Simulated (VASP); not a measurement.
Runs of VASP 6.6.1 on LiF. The structure is that of space group C2 (No. 5), or close to it. The cells are those of the table. 

```tsv
task	cell	k mesh	cutoff (eV)	smearing	gap on the mesh (eV)	largest force (eV/Å)
single point	a = 5.842, b = 5.842, c = 3.053 Å, angles 101.3, 101.3, 127.7°, 6 atoms	6 × 6 × 6	520	gaussian 0.1 eV	(b)	0.04
relaxation of cell and atoms	relaxed from a = 5.842, b = 5.842, c = 3.053 Å, angles 101.3, 101.3, 127.7°, 6 atoms	6 × 6 × 8	600	gaussian 0.02 eV	5.62	0.01
single point	a = 5.850, b = 5.850, c = 3.054 Å, angles 101.5, 101.5, 127.3°, 6 atoms	6 × 6 × 8	520	gaussian 0.02 eV	(a)	0.04
single point	a = 4.714, b = 4.714, c = 4.003 Å, angles 100.5, 100.5, 133.6°, 6 atoms	6 × 6 × 6	520	gaussian 0.1 eV	none	7.97
```

Alike in all rows: level PBE; potentials or basis VASP PAW PBE potentials, release 64 (Li_sv, F); no spin polarisation.

**Question.** Estimate the missing entries.

**Answer.** (a) 5.58; (b) 5.61.

Caveats: forces of over 1 eV/Å act on the atoms, so gaps and moduli don't describe the material at rest (some runs).

A k mesh can miss the band edges.

A gap of «none» marks levels without a gap at the run's occupations.
